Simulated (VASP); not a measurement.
SrTiO3, 5 atoms in the cell. The structure is cubic, space group Pm-3m (No. 221). The conventional cell has a = 3.918 Å, b = 3.918 Å, c = 3.918 Å, α = 90.00°, β = 90.00°, γ = 90.00°. Within 3.7 Å of Sr (site symmetry m-3m) lie 12 O at 2.77 Å and 8 Ti at 3.39 Å. Ti (site symmetry m-3m) has 6 O at 1.96 Å within 2.6 Å. O (site symmetry 4/mmm) has 2 Ti at 1.96 Å within 2.6 Å. 

| Quantity | Value |
| --- | --- |
| Program | VASP 6.6.1 |
| Task | electric field gradients |
| Functional | PBE |
| Potentials or basis | VASP PAW PBE potentials, release 64 (Sr_sv, Ti_sv, O) |
| Cutoff | 520 eV |
| k mesh | 7 × 7 × 7 |
| Occupations | fermi-dirac, width 0.05 eV |
| Spin | no spin polarisation |
| Dipole correction | no |
| Further INCAR settings | ALGO = Normal; EDIFF = 1e-08; NBANDS = 28 |

Potentials or basis: VASP PAW PBE potentials, release 64 (Sr_sv, Ti_sv, O).

Run with:

```bash
$ cat potpaw_PBE.64/Sr_sv/POTCAR potpaw_PBE.64/Ti_sv/POTCAR potpaw_PBE.64/O/POTCAR > POTCAR
$ mpirun -np 1 vasp_std > vasp.out
```

Hardware: 1 thread of Intel(R) Xeon(R) Platinum 8175M CPU @ 2.50GHz (Skylake/Cascade Lake), with other jobs on the host.

Q: Estimate the wall time of this run.

A: Wall time 61 s on 1 thread of Intel(R) Xeon(R) Platinum 8175M CPU @ 2.50GHz (Skylake/Cascade Lake) (shared host), peak memory 0.19 GiB. Counts: scf iterations 20, k points 20.
